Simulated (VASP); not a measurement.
# PbO (Pm-3m) in VASP: single point with HSE06

Aim: the single point of PbO with HSE06.

Everything below comes from runs of VASP 6.6.1. Logs are shortened: lines on timing, memory, paths and dates and some standing lists are left out, and cuts for length are marked.

## 1. The cell of the first run

The structure is cubic, space group Pm-3m (No. 221). The conventional cell has a = 3.144 Å, b = 3.144 Å, c = 3.144 Å, α = 90.00°, β = 90.00°, γ = 90.00°. Within 3.6 Å of Pb (site symmetry m-3m) lie 8 O at 2.72 Å and 6 Pb at 3.14 Å. O (site symmetry m-3m) has 8 Pb at 2.72 Å and 6 O at 3.14 Å within 3.6 Å.

## 2. Single point, HSE06 (strain -1.1%)

File POSCAR:

```
PbO
1.0
    3.1440806210      0.0000000000      0.0000000000
    0.0000000000      3.1440806210      0.0000000000
    0.0000000000      0.0000000000      3.1440806210
Pb O
1 1
Direct
    0.0000000000      0.0000000000      0.0000000000
    0.5000000000      0.5000000000      0.5000000000
```

File INCAR.step1:

```
SYSTEM = PbO
PREC = Accurate ; ENCUT = 520
EDIFF = 1E-5 ; ISMEAR = -1
SIGMA = 0.02 ; LREAL = .False.
LASPH = .True. ; NELM = 100
ALGO = Normal ; ISIF = 2
LWAVE = .True. ; LCHARG = .False.
NBANDS = 17 ; GGA = PE
```

File INCAR.step2:

```
SYSTEM = PbO
PREC = Accurate ; ENCUT = 520
EDIFF = 1E-6 ; ISMEAR = -1
SIGMA = 0.02 ; LREAL = .False.
LASPH = .True. ; NELM = 100
ALGO = Normal ; ISIF = 2
LWAVE = .False. ; LCHARG = .False.
GGA = PE ; LHFCALC = .True.
HFSCREEN = 0.2079 ; PRECFOCK = Normal
NBANDS = 17 ; ISTART = 1
```

File KPOINTS:

```
regular mesh
0
Gamma
  6 6 6
  0 0 0
```

Potentials or basis: VASP PAW PBE potentials, release 64 (Pb_d, O).

On the command line:

```bash
$ cat potpaw_PBE.64/Pb_d/POTCAR potpaw_PBE.64/O/POTCAR > POTCAR
$ cp INCAR.step1 INCAR
$ mpirun -np 1 vasp_std > vasp.out
$ cp INCAR.step2 INCAR
$ mpirun -np 1 vasp_std > vasp.out
```

OUTCAR:

```text
SYSTEM = PbO
   PREC = Accurate
   ENCUT = 520
   EDIFF = 1E-6
   ISMEAR = -1
   LREAL = .False.
   LASPH = .True.
   NELM = 100
   ISIF = 2
   GGA = PE
   LHFCALC = .True.
   HFSCREEN = 0.2079
   PRECFOCK = Normal
   ISTART = 1

 ion  position               nearest neighbor table
   1  0.000  0.000  0.000-   2 2.72   2 2.72   2 2.72   2 2.72   2 2.72   2 2.72   2 2.72   2 2.72

   2  0.500  0.500  0.500-   1 2.72   1 2.72   1 2.72   1 2.72   1 2.72   1 2.72   1 2.72   1 2.72

  LATTYP: Found a simple cubic cell.
 ALAT       =     3.1440806210

  Lattice vectors:

 A1 = (   3.1440806210,   0.0000000000,   0.0000000000)
 A2 = (   0.0000000000,   3.1440806210,   0.0000000000)
 A3 = (   0.0000000000,   0.0000000000,   3.1440806210)

Analysis of symmetry for initial positions (statically):
=====================================================================
 Subroutine PRICEL returns:
 Original cell was already a primitive cell.

 Routine SETGRP: Setting up the symmetry group for a
 simple cubic supercell.

 Subroutine GETGRP returns: Found 48 space group operations
 (whereof 48 operations were pure point group operations)
 out of a pool of 48 trial point group operations.

The static configuration has the point symmetry O_h .

Analysis of symmetry for dynamics (positions and initial velocities):
=====================================================================
 Subroutine PRICEL returns:
 Original cell was already a primitive cell.

 Routine SETGRP: Setting up the symmetry group for a
 simple cubic supercell.

 Subroutine GETGRP returns: Found 48 space group operations
 (whereof 48 operations were pure point group operations)
 out of a pool of 48 trial point group operations.

The dynamic configuration has the point symmetry O_h .

 Subroutine INISYM returns: Found 48 space group operations
 (whereof 48 operations are pure point group operations),
 and found     1 'primitive' translations

----------------------------------------------------------------------------------------

                                     Primitive cell

  volume of cell :      31.0800

  direct lattice vectors                    reciprocal lattice vectors
     3.144080621  0.000000000  0.000000000     0.318058002  0.000000000  0.000000000
     0.000000000  3.144080621  0.000000000     0.000000000  0.318058002  0.000000000
     0.000000000  0.000000000  3.144080621     0.000000000  0.000000000  0.318058002

  length of vectors
     3.144080621  3.144080621  3.144080621     0.318058002  0.318058002  0.318058002

  position of ions in fractional coordinates (direct lattice)
     0.000000000  0.000000000  0.000000000
     0.500000000  0.500000000  0.500000000

  ion indices of the primitive-cell ions
   primitive index   ion index
                 1           1
                 2           2

----------------------------------------------------------------------------------------

 KPOINTS: regular mesh

Automatic generation of k-mesh.
 Grid dimensions read from file:
 generate k-points for:    6    6    6

 Generating k-lattice:

  Cartesian coordinates                     Fractional coordinates (reciprocal lattice)
     0.053009667  0.000000000  0.000000000     0.166666667  0.000000000  0.000000000
     0.000000000  0.053009667  0.000000000     0.000000000  0.166666667  0.000000000
     0.000000000  0.000000000  0.053009667     0.000000000  0.000000000  0.166666667

  Length of vectors
     0.053009667  0.053009667  0.053009667

  Shift w.r.t. Gamma in fractional coordinates (k-lattice)
     0.000000000  0.000000000  0.000000000

 Subroutine IBZKPT returns following result:
 ===========================================

 Found     20 irreducible k-points:

 Following reciprocal coordinates:
            Coordinates               Weight
  0.000000  0.000000  0.000000      1.000000
  0.166667  0.000000  0.000000      6.000000
  0.333333  0.000000  0.000000      6.000000
  0.500000  0.000000  0.000000      3.000000
  0.166667  0.166667  0.000000     12.000000
  0.333333  0.166667  0.000000     24.000000
[... 12 lines left out ...]
  0.500000  0.500000  0.333333      6.000000
  0.500000  0.500000  0.500000      1.000000
   k-points           NKPTS =     20   k-points in BZ     NKDIM =    216   number of bands    NBANDS=     17
   number of dos      NEDOS =    301   number of ions     NIONS =      2
   total plane-waves  NPLWV =  13824
   dimension x,y,z NGX =    24 NGY =   24 NGZ =   24
   dimension x,y,z NGXF=    48 NGYF=   48 NGZF=   48
   ions per type =               1   1
   NGX,Y,Z   is equivalent  to a cutoff of  12.69, 12.69, 12.69 a.u.
   NGXF,Y,Z  is equivalent  to a cutoff of  25.38, 25.38, 25.38 a.u.
 SYSTEM =  PbO
   PREC   = accura    normal or accurate (medium, high low for compatibility)
   ISTART =      1    job   : 0-new  1-cont  2-samecut
   ICHARG =      0    charge: 1-file 2-atom 10-const
   ISPIN  =      1    spin polarized calculation?
   LNONCOLLINEAR =      F non collinear calculations
   LSORBIT =      F    spin-orbit coupling
   LASPH  =      T    aspherical Exc in radial PAW
   ENCUT  =  520.0 eV  38.22 Ry    6.18 a.u.   5.85  5.85  5.85*2*pi/ulx,y,z
   NELM   =    100;   NELMIN=  2; NELMDL=  0     # of ELM steps
   EDIFF  = 0.1E-05   stopping-criterion for ELM
   LREAL  =      F    real-space projection
   EDIFFG = 0.1E-04   stopping-criterion for IOM
   NSW    =      0    number of steps for IOM
   IBRION =     -1    ionic relax: 0-MD 1-quasi-New 2-CG
   NFREE  =      0    steps in history (QN), initial steepest desc. (CG)
   ISIF   =      2    stress and relaxation
   ISYM   =      3    0-nonsym 1-usesym 2-fastsym
   POTIM  = 0.5000    time-step for ionic-motion
   TEBEG  =    0.0;   TEEND  =   0.0 temperature during run
   PSTRESS=    0.0 pullay stress
   NELECT =      20.0000    total number of electrons
   NUPDOWN=      -1.0000    fix difference up-down
   EMIN   =  10.00;   EMAX   =-10.00  energy-range for DOS
   EFERMI =   0.00;   METHOD = LEGACY
   ISMEAR =    -1;   SIGMA  =   0.02  broadening in eV -4-tet -1-fermi 0-gaus
   EFERMI_NEDOS =   21; number of points for ismear=-14 and -15
   IALGO  =     38    algorithm
   IMIX   =      1    mixing-type and parameters
     AMIX     =   0.40;   BMIX     =  1.00
     AMIX_MAG =   1.60;   BMIX_MAG =  1.00
  volume/ion in A,a.u.               =      15.54       104.87
  Fermi-wavevector in a.u.,A,eV,Ry     =   1.413376  2.670894 27.179443  1.997633
  Thomas-Fermi vector in A             =   2.535028
   LORBIT       =      0    0 simple, 1 ext, 2 COOP (PROOUT), +10 PAW based schemes
   GGA     = PE    functional components
   LHFCALC =     T    Hartree Fock is set to
   PRECFOCK=normal    Normal, Fast or Accurate (Low or Medium for compatibility)
   ENCUT4O =  -1.0   cutoff for four orbital integrals eV
   NKREDX  =     1    reduce k-point grid by
   NKREDY  =     1    reduce k-point grid by
   NKREDZ  =     1    reduce k-point grid by
   AEXX    =    0.2500 exact exchange contribution
   HFSCREEN=    0.2079 screening length (either q_TF or 0.3 A-1)
   HFSCREENC=   0.2079 screening length for correlation (either q_TF or 0.3 A-1)
   ENCUTFOCK=  -1.0 apply spherical cutoff to Coloumb kernel
   IVDW    =     0    specifies the selected vdW correction
   LEPSILON=     F    determine dielectric tensor
   LRPA    =     F    only Hartree local field effects (RPA)
 non-spin polarized calculation
  energy-cutoff  :      520.00
  volume of cell :       31.08
 maximum number of plane-waves:       848
 NGX is ok and might be reduce to    24
  NGX = 18; NGY = 18; NGZ = 18

 number of electron      19.9999993 magnetization

 Free energy of the ion-electron system (eV)
  ---------------------------------------------------
  ext. energy  EPLUGINS =         0.00000000
  ---------------------------------------------------
  free energy    TOTEN  =       -11.99015225 eV

  energy without entropy =      -11.99015106  energy(sigma->0) =      -11.99015165

 E-fermi :   7.4363     XC(G=0):  -9.4410

 val. band max:        7.2531346736   @ k =   0.5000   0.0000   0.0000
 cond. band min:       7.6193740683   @ k =   0.5000   0.0000   0.0000
 fundamental gap:      0.3662393947
 Fermi energy:         7.4362545406

 k-point     1 :       0.0000    0.0000    0.0000
  band No.  band energies     occupation
      1     -12.3652      2.00000
      2     -11.3720      2.00000
      3     -11.3720      2.00000
      4     -10.5985      2.00000
      5     -10.5985      2.00000
      6     -10.5985      2.00000
[... 9 lines left out ...]
     16      26.8004      0.00000
     17      27.6269      0.00000

 k-point     2 :       0.1667    0.0000    0.0000
  band No.  band energies     occupation
      1     -12.1805      2.00000
      2     -11.3615      2.00000
      3     -11.2384      2.00000
      4     -10.6556      2.00000
      5     -10.6556      2.00000
      6     -10.5939      2.00000
[... 9 lines left out ...]
     16      25.5756      0.00000
     17      27.1382      0.00000

 k-point     3 :       0.3333    0.0000    0.0000
  band No.  band energies     occupation
      1     -11.7723      2.00000
      2     -11.3405      2.00000
      3     -10.9804      2.00000
      4     -10.7675      2.00000
      5     -10.7675      2.00000
      6     -10.5847      2.00000
[... 9 lines left out ...]
     16      23.5674      0.00000
     17      27.2967      0.00000

 k-point     4 :       0.5000    0.0000    0.0000
  band No.  band energies     occupation
      1     -11.5350      2.00000
      2     -11.3300      2.00000
      3     -10.8686      2.00000
      4     -10.8223      2.00000
      5     -10.8223      2.00000
      6     -10.5800      2.00000
[... 9 lines left out ...]
     16      25.9557      0.00000
     17      26.0804      0.00000

 k-point     5 :       0.1667    0.1667    0.0000
  band No.  band energies     occupation
      1     -12.0639      2.00000
      2     -11.2925      2.00000
      3     -11.1592      2.00000
      4     -10.6555      2.00000
      5     -10.6524      2.00000
      6     -10.6424      2.00000
[... 9 lines left out ...]
     16      24.4058      0.00000
     17      26.5468      0.00000

 k-point     6 :       0.3333    0.1667    0.0000
  band No.  band energies     occupation
      1     -11.8652      2.00000
      2     -11.2525      2.00000
      3     -10.9103      2.00000
      4     -10.7575      2.00000
      5     -10.6354      2.00000
      6     -10.5720      2.00000
[... 9 lines left out ...]
     16      25.5458      0.00000
     17      25.5722      0.00000

 k-point     7 :       0.5000    0.1667    0.0000
  band No.  band energies     occupation
      1     -11.7903      2.00000
      2     -11.2393      2.00000
      3     -10.8102      2.00000
      4     -10.7838      2.00000
      5     -10.6291      2.00000
      6     -10.4854      2.00000
[... 9 lines left out ...]
     16      24.5678      0.00000
     17      26.9167      0.00000

 k-point     8 :       0.3333    0.3333    0.0000
  band No.  band energies     occupation
      1     -12.0211      2.00000
      2     -11.1535      2.00000
      3     -10.7427      2.00000
      4     -10.7299      2.00000
      5     -10.6812      2.00000
      6     -10.1974      2.00000
[... 9 lines left out ...]
     16      25.2186      0.00000
     17      25.5038      0.00000
[... 123 lines left out ...]
      1     -11.9730      2.00000
      2     -10.9607      2.00000
      3     -10.8880      2.00000
      4     -10.8027      2.00000
      5     -10.5376      2.00000
      6     -10.0443      2.00000
[... 9 lines left out ...]
     16      23.8441      0.00000
     17      27.1485      0.00000

 k-point    16 :       0.5000    0.5000    0.1667
  band No.  band energies     occupation
      1     -12.0409      2.00000
      2     -10.9186      2.00000
      3     -10.8578      2.00000
      4     -10.8578      2.00000
      5     -10.4057      2.00000
      6      -9.9400      2.00000
[... 9 lines left out ...]
     16      23.1562      0.00000
     17      28.3885      0.00000

 k-point    17 :       0.3333    0.3333    0.3333
  band No.  band energies     occupation
      1     -11.7773      2.00000
      2     -10.9572      2.00000
      3     -10.9572      2.00000
      4     -10.6588      2.00000
      5     -10.6588      2.00000
      6     -10.1647      2.00000
[... 9 lines left out ...]
     16      21.9549      0.00000
     17      29.9404      0.00000

 k-point    18 :       0.5000    0.3333    0.3333
  band No.  band energies     occupation
      1     -11.7184      2.00000
      2     -11.0280      2.00000
      3     -10.9494      2.00000
      4     -10.6532      2.00000
      5     -10.4942      2.00000
      6     -10.2087      2.00000
[... 9 lines left out ...]
     16      22.6902      0.00000
     17      29.6166      0.00000

 k-point    19 :       0.5000    0.5000    0.3333
  band No.  band energies     occupation
      1     -11.5982      2.00000
      2     -11.0196      2.00000
      3     -11.0196      2.00000
      4     -10.5718      2.00000
      5     -10.3991      2.00000
      6     -10.3613      2.00000
[... 9 lines left out ...]
     16      22.4496      0.00000
     17      29.0278      0.00000

 k-point    20 :       0.5000    0.5000    0.5000
  band No.  band energies     occupation
      1     -11.0976      2.00000
      2     -11.0975      2.00000
      3     -11.0975      2.00000
      4     -10.8520      2.00000
      5     -10.3957      2.00000
      6     -10.3957      2.00000
[... 9 lines left out ...]
     16      22.3273      0.00000
     17      28.0686      0.00000

------------------------ aborting loop because EDIFF is reached ----------------------------------------

  FORCE on cell =-STRESS in cart. coord.  units (eV):
  Direction    XX          YY          ZZ          XY          YZ          ZX
  --------------------------------------------------------------------------------------
  -------------------------------------------------------------------------------------
  Total        0.5671713      0.5671713      0.5671713      0.0000000     -0.0000000      0.0000000
  in kB       29.2377384     29.2377384     29.2377384      0.0000000     -0.0000000      0.0000000
  external PRESSURE =      29.2377384 kB  Pullay stress =       0.0000000 kB

 VOLUME and BASIS-vectors are now :
 -----------------------------------------------------------------------------
  energy-cutoff  :      520.00
  volume of cell :       31.08
      direct lattice vectors                 reciprocal lattice vectors
     3.144080621  0.000000000  0.000000000     0.318058002  0.000000000  0.000000000
     0.000000000  3.144080621  0.000000000     0.000000000  0.318058002  0.000000000
     0.000000000  0.000000000  3.144080621     0.000000000  0.000000000  0.318058002

 POSITION                                       TOTAL-FORCE (eV/Angst)
 -----------------------------------------------------------------------------------
      0.00000      0.00000      0.00000         0.000000      0.000000      0.000000
      1.57204      1.57204      1.57204         0.000000      0.000000      0.000000
 -----------------------------------------------------------------------------------
    total drift:                                0.000004      0.000004      0.000004

  FREE ENERGIE OF THE ION-ELECTRON SYSTEM (eV)
  ---------------------------------------------------
  free  energy   TOTEN  =       -11.9901522481 eV

  energy  without entropy=      -11.9901510568  energy(sigma->0) =      -11.99015165
```

Run time: 56 min. Hardware: 1 thread of AMD EPYC 7R13, shared host; peak memory 0.26 GiB.

Results:

```yaml
Free_energy: -11.9902 eV
Pressure: 2.9 GPa
Band_gap_on_the_k_mesh: 0.37 eV
```

Caveat: the cell differs from its parent crystal (strain -1.1%); the structure was generated, so it needn't be the stable form of PbO; the PAW data sets were made with another functional, which shifts forces and pressure a little; spin-orbit coupling is left out, which moves the levels of the heavy elements. A k mesh can miss the band edges.
